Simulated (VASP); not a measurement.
A run of VASP 6.6.1 is set up as follows.

POSCAR

```
CaO
1.0
    3.7328537632      0.0000000000      0.0000000000
   -1.8664268816      3.2327461875      0.0000000000
    0.0000000000      0.0000000000     11.6922807246
Ca O
4 4
Direct
    0.0000000000      0.0000000000     -0.0035776439
    0.3333333333      0.6666666667      0.2479206464
    0.0000000000      0.0000000000      0.4964223561
    0.6666666667      0.3333333333      0.7479206464
    0.0000000000      0.0000000000      0.1909536970
    0.3333333333      0.6666666667      0.4397033006
    0.0000000000      0.0000000000      0.6909536970
    0.6666666667      0.3333333333      0.9397033006
```

INCAR.step1

```
PREC     = Accurate       # precision mode
ENCUT    = 520            # plane-wave cutoff, eV
ISMEAR   = 0              # smearing method
SIGMA    = 0.01           # smearing width, eV
LREAL    = F              # projectors in reciprocal space
LASPH    = T              # aspherical terms in the spheres
NELM     = 80             # most SCF steps
NBANDS   = 42             # bands
GGA      = PE             # functional
ALGO     = Normal         # electronic algorithm
EDIFF    = 1E-4           # SCF threshold, eV
LWAVE    = T              # write WAVECAR
LCHARG   = F              # write CHGCAR
```

INCAR.step2

```
PREC     = Accurate       # precision mode
ENCUT    = 520            # plane-wave cutoff, eV
EDIFF    = 1E-6           # SCF threshold, eV
ISMEAR   = 0              # smearing method
SIGMA    = 0.01           # smearing width, eV
LREAL    = F              # projectors in reciprocal space
LASPH    = T              # aspherical terms in the spheres
NELM     = 80             # most SCF steps
ALGO     = Normal         # electronic algorithm
ISIF     = 2              # what is computed and relaxed
LWAVE    = F              # write WAVECAR
LCHARG   = F              # write CHGCAR
METAGGA  = R2SCAN         # meta-GGA
LMIXTAU  = T            
NBANDS   = 42             # bands
ISTART   = 1
```

File KPOINTS:

```
regular mesh
0
Gamma
  12 12 2
```

Potentials or basis: VASP PAW PBE potentials, release 64 (Ca_sv, O).

The run is started by

```bash
$ cat potpaw_PBE.64/Ca_sv/POTCAR potpaw_PBE.64/O/POTCAR > POTCAR
$ cp INCAR.step1 INCAR
$ mpirun -np 1 vasp_std > vasp.out
$ cp INCAR.step2 INCAR
$ mpirun -np 1 vasp_std > vasp.out
```

Question: Predict the largest force.

Answer: 0.013 eV/Å.

Question: Predict the band gap on the k mesh.

Answer: 3.82 eV (least direct gap 4.22 eV).

Stress tensor (GPa, compression positive):
```
0.97 0.00 0.00
0.00 0.97 0.00
0.00 0.00 0.88
```

Caveat: the PAW data sets were made with another functional, which shifts forces and pressure a little. A k mesh can miss the band edges.
